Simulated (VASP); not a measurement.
A run of VASP 6.6.1 is set up as follows.

The input INCAR:

```
PREC = Accurate
ENCUT = 520
EDIFF = 1E-6
ISMEAR = 0
SIGMA = 0.02
LREAL = F
LASPH = T
NELM = 60
ALGO = Normal
ISIF = 2
LWAVE = F
LCHARG = F
GGA = PE
IVDW = 12
NBANDS = 35
```

The input KPOINTS:

```
Automatic mesh
0
Gamma
  12 12 4
```

POSCAR

```
MoS2
1.0
    3.1492366388      0.0000000000      0.0000000000
   -1.5746183194      2.7273189318      0.0000000000
    0.0000000000      0.0000000000     12.0888111264
Mo S
2 4
Direct
    0.3333333333      0.6666666667      0.2500000000
    0.6666666667      0.3333333333      0.7500000000
    0.3333333333      0.6666666667      0.6204745381
    0.6666666667      0.3333333333      0.1204745381
    0.3333333333      0.6666666667      0.8795254619
    0.6666666667      0.3333333333      0.3795254619
```

Potentials or basis: VASP PAW PBE potentials, release 64 (Mo_sv, S).

Command:

```console
$ cat potpaw_PBE.64/Mo_sv/POTCAR potpaw_PBE.64/S/POTCAR > POTCAR
$ mpirun -np 1 vasp_std > vasp.out
```

Question: Predict the largest force.

Answer: 0.013 eV/Å.

Question: Estimate the pressure.

Answer: -0.1 GPa.

Question: Estimate the dispersion energy per atom.

Answer: -0.438 eV.

Question: What does it give for the band gap on the k mesh?

Answer: 0.80 eV (least direct gap 1.70 eV).

Forces in eV/Å, atoms in the order of the input:
```
Mo   0.000  0.000  0.000
Mo   0.000  0.000  0.000
S    0.000  0.000  0.013
S    0.000  0.000  0.013
S    0.000  0.000 -0.013
S    0.000  0.000 -0.013
```

**The experiment to reproduce.**

“Multiwavelength excitation Raman Scattering Analysis of bulk and 2 dimensional MoS2: Vibrational properties of atomically thin MoS2 layers”, 2015, arxiv:1506.03228 reports, for a bulk crystal of MoS2 at 300 K: band gap 1.3 eV (indirect).

Against the measured gap of MoS2, 1.3 eV (indirect; 300 K; “Multiwavelength excitation Raman Scattering Analysis of bulk and 2 dimensional MoS2: Vibrational properties of atomically thin MoS2 layers”, 2015, arxiv:1506.03228), the calculated 0.80 eV is off by -0.50 eV. Spin-orbit coupling on Mo is left out. The value is that of PBE+D3(BJ) on a finite k mesh, which can miss the band edges, without temperature or zero-point motion. Semilocal functionals fall short of measured gaps as a rule.
